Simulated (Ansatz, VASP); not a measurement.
## One calculation of ScF3, two programs

```xyz
4
Lattice="4.0674 0.0000 0.0000 0.0000 4.0674 0.0000 0.0000 0.0000 3.9047" Properties=species:S:1:pos:R:3 pbc="T T T"
Sc    0.0000    0.0000    0.0000
F     2.0337    0.0000    0.0000
F     0.0000    2.0337    0.0000
F     0.0000    0.0000    1.9524
```

Alike in both runs: task single point; functional LDA; k mesh 6 × 6 × 6; occupations gaussian, width 0.05 eV; no spin polarisation.

|  | VASP | Ansatz |
| --- | --- | --- |
| version | VASP 6.6.1 | Ansatz 0.2.0 |
| potentials or method | VASP PAW LDA potentials, release 64 (Sc_sv, F), cutoff 520 eV | scalar-relativistic, plane waves, PAW |
| valence electrons in the cell | 32 | 32 |

|  | VASP | Ansatz | Ansatz less VASP |
| --- | --- | --- | --- |
| gap on the k mesh at the Fermi level (eV) | 6.04 | 6.07 | +0.027 |
| least direct gap on the mesh (eV) | 6.58 | 6.61 | +0.030 |
| pressure (GPa) | -1.8 | -2.6 | -0.77 |
| traceless stress, the component that is largest in VASP (GPa) | 6.95 | 6.74 | -0.210 |

LDA's correlation is that of Perdew and Zunger in VASP and of Perdew and Wang (1992) in Ansatz.
